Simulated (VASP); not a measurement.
# Nd3Si2I (Immm) in VASP: relaxation of cell and atoms with PBE

Aim: the relaxation of cell and atoms of Nd3Si2I with PBE.

Program: VASP 6.6.1. These are calculated values, not measurements. Logs are shortened: lines on timing, memory, paths and dates and some standing lists are left out, and cuts for length are marked.

## 1. The cell of the first run

Symmetry: Immm, No. 71, orthorhombic system. The conventional cell has a = 5.605 Å, b = 6.597 Å, c = 9.008 Å, α = 90.00°, β = 90.00°, γ = 90.00°. Within 3.3 Å of Nd (site symmetry mmm) lie 2 Nd at 2.49 Å and 2 I at 2.80 Å and 2 Si at 3.30 Å. Nd (site symmetry mm2) has 1 Si at 2.01 Å and 1 Nd at 2.49 Å within 2.7 Å. Si (site symmetry mmm) has 2 Nd at 2.01 Å and 2 Si at 2.80 Å within 2.9 Å. Within 3.7 Å of Si (site symmetry mmm) lie 2 Si at 2.80 Å and 6 Nd at 3.30 to 3.45 Å. I (site symmetry mmm) has 10 Nd at 2.80 to 3.86 Å and 2 Si at 3.30 Å within 3.9 Å.

The cell was generated, and may not be a known phase.

## 2. Relaxation of cell and atoms, PBE

The input, INCAR:

```
PREC     = Accurate       # precision mode
ENCUT    = 500            # plane-wave cutoff, eV
EDIFF    = 1E-7           # SCF threshold, eV
ISMEAR   = 0              # smearing method
SIGMA    = 0.15           # smearing width, eV
LREAL    = F              # projectors in reciprocal space
LASPH    = T              # aspherical terms in the spheres
NELM     = 200            # most SCF steps
ALGO     = Normal         # electronic algorithm
ISIF     = 3              # what is computed and relaxed
LWAVE    = F              # write WAVECAR
LCHARG   = F              # write CHGCAR
GGA      = PE             # functional
IBRION   = 2              # ionic algorithm
NSW      = 36             # ionic steps
EDIFFG   = -0.08          # ionic threshold
GGA_COMPAT= F            
NELMIN   = 4            
LMAXMIX  = 6              # l up to which the mixer works
```

The input, KPOINTS:

```
Automatic mesh
0
Gamma
  3 3 3
```

The input, POSCAR:

```
Nd3Si2I
1.0
   -2.8026942200      3.2986076400      4.5041181500
    2.8026942200     -3.2986076400      4.5041181500
    2.8026942200      3.2986076400     -4.5041181500
Nd Si I
3 2 1
Direct
    0.0000000000      0.5000000000      0.5000000000
    0.7235543000      0.2235543000      0.5000000000
    0.2764457000      0.7764457000      0.5000000000
    0.5000000000      0.0000000000      0.5000000000
    0.5000000000      0.5000000000      0.0000000000
    0.0000000000      0.0000000000      0.0000000000
```

Potentials or basis: VASP PAW PBE potentials, release 64 (Nd_3, Si, I), 4f in core.

Command:

```sh
cat potpaw_PBE.64/Nd_3/POTCAR potpaw_PBE.64/Si/POTCAR potpaw_PBE.64/I/POTCAR > POTCAR
mpirun -np 1 vasp_std > vasp.out
```

OUTCAR:

```text
PREC = Accurate
   ENCUT = 500
   EDIFF = 1E-7
   ISMEAR = 0
   LREAL = F
   LASPH = T
   NELM = 200
   ISIF = 3
   GGA = PE
   IBRION = 2
   NSW = 36
   EDIFFG = -0.08
   NELMIN = 4

 ion  position               nearest neighbor table
   1  0.000  0.500  0.500-   2 2.49   3 2.49   6 2.80   6 2.80   5 3.30   5 3.30
   2  0.724  0.224  0.500-   4 2.01   1 2.49   5 3.45   5 3.45
   3  0.276  0.776  0.500-   4 2.01   1 2.49   5 3.45   5 3.45
   4  0.500  0.000  0.500-   2 2.01   3 2.01   5 2.80   5 2.80   6 3.30   6 3.30
   5  0.500  0.500  0.000-   4 2.80   4 2.80   1 3.30   1 3.30   2 3.45   3 3.45   3 3.45   2 3.45

   6  0.000  0.000  0.000-   1 2.80   1 2.80   4 3.30   4 3.30

  LATTYP: Found a body centered orthorhombic cell.
 ALAT       =     5.6053884400
 B/A-ratio  =     1.1769416786
 C/A-ratio  =     1.6070672704

  Lattice vectors:

 A1 = (  -2.8026942200,   3.2986076400,   4.5041181500)
 A2 = (   2.8026942200,  -3.2986076400,   4.5041181500)
 A3 = (   2.8026942200,   3.2986076400,  -4.5041181500)

Analysis of symmetry for initial positions (statically):
=====================================================================
 Subroutine PRICEL returns:
 Original cell was already a primitive cell.

 Routine SETGRP: Setting up the symmetry group for a
 body centered orthorhombic supercell.

 Subroutine GETGRP returns: Found  8 space group operations
 (whereof  8 operations were pure point group operations)
 out of a pool of  8 trial point group operations.

The static configuration has the point symmetry D_2h.

Analysis of symmetry for dynamics (positions and initial velocities):
=====================================================================
 Subroutine PRICEL returns:
 Original cell was already a primitive cell.

 Routine SETGRP: Setting up the symmetry group for a
 body centered orthorhombic supercell.

 Subroutine GETGRP returns: Found  8 space group operations
 (whereof  8 operations were pure point group operations)
 out of a pool of  8 trial point group operations.

The dynamic configuration has the point symmetry D_2h.

 Subroutine INISYM returns: Found  8 space group operations
 (whereof  8 operations are pure point group operations),
 and found     1 'primitive' translations

----------------------------------------------------------------------------------------

                                     Primitive cell

  volume of cell :     166.5621

  direct lattice vectors                    reciprocal lattice vectors
    -2.802694220  3.298607640  4.504118150     0.000000000  0.151579107  0.111009521
     2.802694220 -3.298607640  4.504118150     0.178399768  0.000000000  0.111009521
     2.802694220  3.298607640 -4.504118150     0.178399768  0.151579107  0.000000000

  length of vectors
     6.246838205  6.246838205  6.246838205     0.187881184  0.210118041  0.234099772

  position of ions in fractional coordinates (direct lattice)
     0.000000000  0.500000000  0.500000000
     0.723554300  0.223554300  0.500000000
     0.276445700  0.776445700  0.500000000
     0.500000000  0.000000000  0.500000000
     0.500000000  0.500000000  0.000000000
     0.000000000  0.000000000  0.000000000

  ion indices of the primitive-cell ions
   primitive index   ion index
                 1           1
                 2           2
                 3           3
                 4           4
                 5           5
                 6           6

----------------------------------------------------------------------------------------

 KPOINTS: Automatic mesh

Automatic generation of k-mesh.
 Grid dimensions read from file:
 generate k-points for:    3    3    3

 Generating k-lattice:

  Cartesian coordinates                     Fractional coordinates (reciprocal lattice)
     0.000000000  0.050526369  0.037003174     0.333333333  0.000000000  0.000000000
     0.059466589  0.000000000  0.037003174     0.000000000  0.333333333  0.000000000
     0.059466589  0.050526369  0.000000000     0.000000000  0.000000000  0.333333333

  Length of vectors
     0.062627061  0.070039347  0.078033257

  Shift w.r.t. Gamma in fractional coordinates (k-lattice)
     0.000000000  0.000000000  0.000000000

 Subroutine IBZKPT returns following result:
 ===========================================

 Found      8 irreducible k-points:

 Following reciprocal coordinates:
            Coordinates               Weight
  0.000000  0.000000  0.000000      1.000000
  0.333333 -0.000000  0.000000      4.000000
  0.000000  0.333333  0.000000      4.000000
  0.333333  0.333333  0.000000      8.000000
 -0.333333  0.333333 -0.000000      4.000000
 -0.333333  0.333333  0.333333      2.000000
  0.333333 -0.333333  0.333333      2.000000
 -0.333333 -0.333333  0.333333      2.000000
   k-points           NKPTS =      8   k-points in BZ     NKDIM =      8   number of bands    NBANDS=     28
   number of dos      NEDOS =    301   number of ions     NIONS =      6
   total plane-waves  NPLWV = 110592
   dimension x,y,z NGX =    48 NGY =   48 NGZ =   48
   dimension x,y,z NGXF=    96 NGYF=   96 NGZF=   96
   ions per type =               3   2   1
   NGX,Y,Z   is equivalent  to a cutoff of  12.77, 12.77, 12.77 a.u.
   NGXF,Y,Z  is equivalent  to a cutoff of  25.55, 25.55, 25.55 a.u.
 SYSTEM =  unknown system
   PREC   = accura    normal or accurate (medium, high low for compatibility)
   ISTART =      0    job   : 0-new  1-cont  2-samecut
   ICHARG =      2    charge: 1-file 2-atom 10-const
   ISPIN  =      1    spin polarized calculation?
   LNONCOLLINEAR =      F non collinear calculations
   LSORBIT =      F    spin-orbit coupling
   LASPH  =      T    aspherical Exc in radial PAW
   ENCUT  =  500.0 eV  36.75 Ry    6.06 a.u.  11.39 11.39 11.39*2*pi/ulx,y,z
   NELM   =    200;   NELMIN=  4; NELMDL= -5     # of ELM steps
   EDIFF  = 0.1E-06   stopping-criterion for ELM
   LREAL  =      F    real-space projection
   EDIFFG = -.8E-01   stopping-criterion for IOM
   NSW    =     36    number of steps for IOM
   IBRION =      2    ionic relax: 0-MD 1-quasi-New 2-CG
   NFREE  =      1    steps in history (QN), initial steepest desc. (CG)
   ISIF   =      3    stress and relaxation
   ISYM   =      2    0-nonsym 1-usesym 2-fastsym
   POTIM  = 0.5000    time-step for ionic-motion
   TEBEG  =    0.0;   TEEND  =   0.0 temperature during run
   PSTRESS=    0.0 pullay stress
   NELECT =      48.0000    total number of electrons
   NUPDOWN=      -1.0000    fix difference up-down
   EMIN   =  10.00;   EMAX   =-10.00  energy-range for DOS
   EFERMI =   0.00;   METHOD = LEGACY
   ISMEAR =     0;   SIGMA  =   0.15  broadening in eV -4-tet -1-fermi 0-gaus
   EFERMI_NEDOS =   21; number of points for ismear=-14 and -15
   IALGO  =     38    algorithm
   IMIX   =      4    mixing-type and parameters
     AMIX     =   0.40;   BMIX     =  1.00
     AMIX_MAG =   1.60;   BMIX_MAG =  1.00
  volume/ion in A,a.u.               =      27.76       187.34
  Fermi-wavevector in a.u.,A,eV,Ry     =   1.081342  2.043441 15.909309  1.169301
  Thomas-Fermi vector in A             =   2.217356
   LORBIT       =      0    0 simple, 1 ext, 2 COOP (PROOUT), +10 PAW based schemes
   GGA     = PE    functional components
   LHFCALC =     F    Hartree Fock is set to
   AEXX    =    0.0000 exact exchange contribution
   IVDW    =     0    specifies the selected vdW correction
   LEPSILON=     F    determine dielectric tensor
   LRPA    =     F    only Hartree local field effects (RPA)
 conjugate gradient relaxation of ions
 non-spin polarized calculation
 Gauss-broadening in eV      SIGMA  =   0.15
  energy-cutoff  :      500.00
  volume of cell :      166.56
 maximum number of plane-waves:      4247
 NGX is ok and might be reduce to    48
   NGX = 23   NGY = 23   NGZ = 23

--------------------------------------- Ionic step        1  -------------------------------------------

 number of electron      48.0000000 magnetization

 Free energy of the ion-electron system (eV)
  ---------------------------------------------------
  ext. energy  EPLUGINS =         0.00000000
  ---------------------------------------------------
  free energy    TOTEN  =       -14.00056469 eV

  energy without entropy =      -13.95632895  energy(sigma->0) =      -13.97844682

 E-fermi :   4.9558     XC(G=0):  -9.6109

 val. band max:        4.9395963364   @ k =  -0.3333   0.3333  -0.0000
 cond. band min:       5.0008980674   @ k =  -0.3333   0.3333   0.3333
 fundamental gap:      0.0613017311
 Fermi energy:         4.9557765094

 k-point     1 :       0.0000    0.0000    0.0000
  band No.  band energies     occupation
      1     -33.5050      2.00000
      2     -33.1367      2.00000
      3     -32.1009      2.00000
      4     -17.3501      2.00000
      5     -15.8027      2.00000
      6     -14.6004      2.00000
[... 350 lines left out ...]
  FREE ENERGIE OF THE ION-ELECTRON SYSTEM (eV)
  ---------------------------------------------------
  free  energy   TOTEN  =       -20.7908307221 eV

  energy  without entropy=      -20.6484397028  energy(sigma->0) =      -20.71963521

[... ionic steps 4 to 19 ...]

--------------------------------------- Ionic step       20  -------------------------------------------

 number of electron      47.9999999 magnetization

------------------------ aborting loop because EDIFF is reached ----------------------------------------

  FORCE on cell =-STRESS in cart. coord.  units (eV):
  Direction    XX          YY          ZZ          XY          YZ          ZX
  --------------------------------------------------------------------------------------
  -------------------------------------------------------------------------------------
  Total       -0.2439708     -0.4846400      0.3928917      0.0000000      0.0000000      0.0000000
  in kB       -1.8700645     -3.7148223      3.0115605      0.0000000      0.0000000      0.0000000
  external PRESSURE =      -0.8577754 kB  Pullay stress =       0.0000000 kB
[... 65 lines left out ...]
  energy  without entropy=      -24.1381198100  energy(sigma->0) =      -24.18052730

--------------------------------------- Ionic step       22  -------------------------------------------

 number of electron      47.9999999 magnetization

 Free energy of the ion-electron system (eV)
  ---------------------------------------------------
  ext. energy  EPLUGINS =         0.00000000
  ---------------------------------------------------
  free energy    TOTEN  =       -24.22676340 eV

  energy without entropy =      -24.14354378  energy(sigma->0) =      -24.18515359

 E-fermi :   3.8336     XC(G=0):  -8.8699

 val. band max:        3.8257506031   @ k =  -0.3333   0.3333   0.3333
 cond. band min:       3.8373244990   @ k =   0.3333   0.3333   0.0000
 fundamental gap:      0.0115738959
 Fermi energy:         3.8335913043

 k-point     1 :       0.0000    0.0000    0.0000
  band No.  band energies     occupation
      1     -34.9838      2.00000
      2     -34.9668      2.00000
      3     -34.1094      2.00000
      4     -16.1754      2.00000
      5     -16.1600      2.00000
      6     -16.1250      2.00000
[... 270 lines left out ...]
  FREE ENERGIE OF THE ION-ELECTRON SYSTEM (eV)
  ---------------------------------------------------
  free  energy   TOTEN  =       -24.2267634027 eV

  energy  without entropy=      -24.1435437793  energy(sigma->0) =      -24.18515359

 reached required accuracy - stopping structural energy minimisation
```

Run time: 10 min. Hardware: 1 thread of AMD EPYC 9R45 (Zen 5), shared host; peak memory 0.33 GiB.

What came out:

```yaml
Free_energy: -24.2268 eV
Relaxed_volume: 34.82 Å³/atom
Relaxed_cell: a = 7.491 Å, b = 7.491 Å, c = 7.491 Å, α = 134.08°, β = 135.36°, γ = 65.97°
Space_group_after_relaxing_to_0.1_Å: Immm (No. 71)
Energy_gained_by_relaxing: 1704.4 meV/atom
Ionic_steps: 22
Pressure_after_relaxing: 0.0 GPa
Largest_force_after_relaxing: 0.047 eV/Å
Band_gap_on_the_k_mesh: zero (bands 24 and 25 overlap by 0.33 eV)
```

Forces on the atoms (eV/Å):
```
Nd   0.000  0.000  0.000
Nd   0.000  0.000 -0.047
Nd   0.000  0.000  0.047
Si   0.000  0.000  0.000
Si   0.000  0.000  0.000
I    0.000  0.000  0.000
```

Step by step:
| step | energy change (eV) | largest force (eV/Å) | pressure (GPa) | volume (Å³) |
| --- | --- | --- | --- | --- |
| 1 | 0.0000 | 9.1782 | 28.85 | 166.56 |
| 2 | -6.5165 | 0.7377 | -3.78 | 290.52 |
| 3 | -6.7903 | 0.9256 | -3.78 | 280.96 |
| 4 | -7.0748 | 1.1394 | -3.76 | 271.79 |
| 5 | -8.6906 | 2.2987 | -1.44 | 218.56 |
| 6 | -8.1712 | 1.4179 | 5.52 | 193.66 |
| 7 | -8.6951 | 2.2683 | -1.01 | 215.13 |
| 8 | -8.7337 | 2.0396 | 0.20 | 208.23 |
| 9 | -8.7313 | 2.1185 | -0.29 | 210.54 |
| 10 | -8.7338 | 2.0875 | -0.11 | 209.65 |
| 11 | -9.4032 | 1.5451 | -1.00 | 210.20 |
| 12 | -9.9056 | 0.6518 | -1.19 | 209.87 |
| 13 | -8.9806 | 0.6885 | 3.18 | 205.45 |
| 14 | -9.9730 | 0.3104 | -0.96 | 209.52 |
| 15 | -9.9804 | 0.2113 | -0.83 | 209.33 |
| 16 | -10.1539 | 0.3636 | 0.70 | 202.88 |
| 17 | -10.1541 | 0.3596 | 0.65 | 203.04 |
| 18 | -10.2125 | 0.2851 | 0.24 | 206.51 |
| 19 | -10.2128 | 0.2801 | 0.22 | 206.77 |
| 20 | -10.2224 | 0.0845 | -0.09 | 209.02 |
| 21 | -10.2224 | 0.0894 | -0.08 | 208.97 |
| 22 | -10.2262 | 0.0473 | 0.02 | 208.95 |

Final structure:
```cif
data_structure
_symmetry_space_group_name_H-M 'P 1'
_symmetry_Int_Tables_number 1
_cell_length_a 7.4911
_cell_length_b 7.4911
_cell_length_c 7.4911
_cell_angle_alpha 134.080
_cell_angle_beta 135.363
_cell_angle_gamma 65.969
_cell_volume 208.95
loop_
_atom_site_label
_atom_site_type_symbol
_atom_site_fract_x
_atom_site_fract_y
_atom_site_fract_z
_atom_site_occupancy
Nd1 Nd 0.00000 0.50000 0.50000 1
Nd2 Nd 0.72198 0.22198 0.50000 1
Nd3 Nd 0.27802 0.77802 0.50000 1
Si1 Si 0.50000 0.00000 0.50000 1
Si2 Si 0.50000 0.50000 0.00000 1
I1 I 0.00000 0.00000 0.00000 1
```

Caveat: the k points lie up to 0.40 Å⁻¹ apart in the final cell; the volume moved by over 15 % at a fixed basis, so the end points are rough; spin-orbit coupling is left out, which moves the levels of the heavy elements; the 4f electrons are frozen in the core, so they carry no moment and show no levels; the run has no spin polarisation, though such a crystal can be magnetic; the relaxation stopped at a loose force limit of 0.08 eV/Å, so its end isn't a converged minimum.
